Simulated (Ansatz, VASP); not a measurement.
# Hf: VASP beside Ansatz

Contents of INCAR:

```
SYSTEM = Hf
ALGO = Normal ; EDIFF = 1E-6
ENCUT = 520 ; GGA = PE
ISIF = 2 ; ISMEAR = -1
LASPH = .TRUE. ; LCHARG = .FALSE.
LREAL = .FALSE. ; LWAVE = .FALSE.
NBANDS = 17 ; NELM = 60
PREC = Accurate ; SIGMA = 0.05
```

The input KPOINTS:

```
k-points
0
G
  13 13 7
  0 0 0
```

File POSCAR:

```
Hf
1.0
    3.1966985242      0.0000000000      0.0000000000
   -1.5983492621      2.7684221302      0.0000000000
    0.0000000000      0.0000000000      5.1589560000
Hf
2
Direct
    0.3333333333      0.6666666667      0.2500000000
    0.6666666667      0.3333333333      0.7500000000
```

Input for Ansatz:

```yaml
crystal:
  lattice:
    - [3.1966985242, 0.0, 0.0]
    - [-1.5983492621, 2.7684221302, 0.0]
    - [0.0, 0.0, 5.158956]
  atoms:
    - { symbol: Hf, position: [0.3333333333, 0.6666666667, 0.25] }
    - { symbol: Hf, position: [0.6666666667, 0.3333333333, 0.75] }
kpoints:
  mp_grid: { grid: [13, 13, 7] }
  band_path:
    path:
      - [0.0, 0.0, 0.0]
      - [0.5, 0.0, 0.0]
      - [0.3333333333, 0.3333333333, 0.0]
      - [0.0, 0.0, 0.0]
      - [0.0, 0.0, 0.5]
      - [0.5, 0.0, 0.5]
      - [0.3333333333, 0.3333333333, 0.5]
      - [0.0, 0.0, 0.5]
      - [0.5, 0.0, 0.5]
    npoints: 5
scf:
  occupations: { method: fermi_dirac, width: 0.05 }
hamiltonian:
  xc: pbe
  pseudopotentials: { kind: all_electron, lapw: { basis_error: 0.0005 } }
output:
  forces: true
  stress: true
  eigenvalues: true
```

Change from the starting cell: zz strain of +2 %.

Alike in both runs: task single point; functional PBE; k mesh 13 × 13 × 7; occupations fermi-dirac, width 0.05 eV; no spin polarisation.

|  | VASP | Ansatz |
| --- | --- | --- |
| version | VASP 6.6.1 | Ansatz 0.2.0 |
| potentials or method | VASP PAW PBE potentials, release 64 (Hf_pv), cutoff 520 eV | all-electron LAPW, scalar-relativistic |

Ansatz gave:

* pressure (GPa): -1.3
* traceless stress, the component that is largest in VASP (GPa): -1.71

Q: What did VASP give for the same quantities?

A: Pressure (GPa): -1.8; traceless stress, the component that is largest in VASP (GPa): -1.78.

Ansatz ran all-electron here, and VASP with PAW potentials.

Spin-orbit coupling is off throughout.
